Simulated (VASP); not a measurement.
Here is a VASP 6.6.1 calculation.

POSCAR

```
BaZrO3
1.0
    4.3735691108      0.0000000000      0.0000000000
    0.0000000000      4.3735691108      0.0000000000
    0.0000000000      0.0000000000      4.1255295979
Ba Zr O
1 1 3
Direct
    0.0000000000      0.0000000000      0.0000000000
    0.5000000000      0.5000000000      0.5000000000
    0.5000000000      0.5000000000      0.0000000000
    0.5000000000      0.0000000000      0.5000000000
    0.0000000000      0.5000000000      0.5000000000
```

INCAR.step1

```
  PREC = Accurate
  ENCUT = 520
  EDIFF = 1E-5
  ISMEAR = 0
  SIGMA = 0.01
  LREAL = False
  LASPH = True
  NELM = 60
  ALGO = Normal
  ISIF = 2
  LWAVE = True
  GGA = PE
  NBANDS = 28
  KPAR = 2
```

INCAR.step2

```
  PREC = Accurate
  ENCUT = 520
  EDIFF = 1E-6
  ISMEAR = 0
  SIGMA = 0.01
  LREAL = False
  LASPH = True
  NELM = 60
  ALGO = Normal
  ISIF = 2
  LWAVE = False
  LCHARG = True
  GGA = PE
  LHFCALC = True
  HFSCREEN = 0.2079
  PRECFOCK = Fast
  LVHAR = True
  ISTART = 1
  NBANDS = 28
  KPAR = 2
```

KPOINTS

```
Automatic mesh
0
Gamma
  4 4 4
```

Potentials or basis: VASP PAW PBE potentials, release 64 (Ba_sv, Zr_sv, O).

The run is started by

```sh
$ cat potpaw_PBE.64/Ba_sv/POTCAR potpaw_PBE.64/Zr_sv/POTCAR potpaw_PBE.64/O/POTCAR > POTCAR
$ cp INCAR.step1 INCAR
$ mpirun -np 2 vasp_std > vasp.out
$ cp INCAR.step2 INCAR
$ mpirun -np 2 vasp_std > vasp.out
```

**Question.** Estimate the band gap on the k mesh.

**Answer.** 4.31 eV (least direct gap 4.64 eV).

**Question.** What does it give for the pressure?

**Answer.** -8.2 GPa.

Stress tensor (GPa, compression positive):
```
-12.01   0.00   0.00
  0.00 -12.01   0.00
  0.00   0.00  -0.58
```

Caveat: the cell differs from its parent crystal (epitaxial xy strain +4.0%); the stress differs along the axes, from -12 to -1 GPa; the PAW data sets were made with another functional, which shifts forces and pressure a little; spin-orbit coupling is left out, which moves the levels of the heavy elements. A k mesh can miss the band edges.
